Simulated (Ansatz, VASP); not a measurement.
Two plane-wave programs on ScGa3

```
Sc Ga
1.0
     4.09500    0.00000    0.00000
     0.00000    4.09500    0.00000
     0.00000    0.00000    4.09500
Sc Ga
1 3
Direct
  0.00000 0.00000 0.00000
  0.00000 0.50000 0.50000
  0.50000 0.00000 0.50000
  0.50000 0.50000 0.00000
```

Alike in both runs: task electric field gradients; functional LDA; k mesh 9 × 9 × 9; occupations fermi-dirac, width 0.05 eV; no spin polarisation.

|  | VASP | Ansatz |
| --- | --- | --- |
| version | VASP 6.6.1 | Ansatz 0.2.0 |
| potentials or method | VASP PAW LDA potentials, release 64 (Sc_sv, Ga_d) | PAW with Ansatz's default frozen-core files, scalar-relativistic |
| plane-wave cutoff (eV) | 520 | 420 |
| valence electrons in the cell | 50 | 50 |

VASP gave:

- pressure (GPa): -5.3
- size of Vzz on the site where it differs most (V/Å²): 62.9

What did Ansatz give for the same quantities?

Pressure (GPa): -5.5; size of Vzz on the site where it differs most (V/Å²): 65.4.

LDA's correlation is that of Perdew and Zunger in VASP and of Perdew and Wang (1992) in Ansatz.
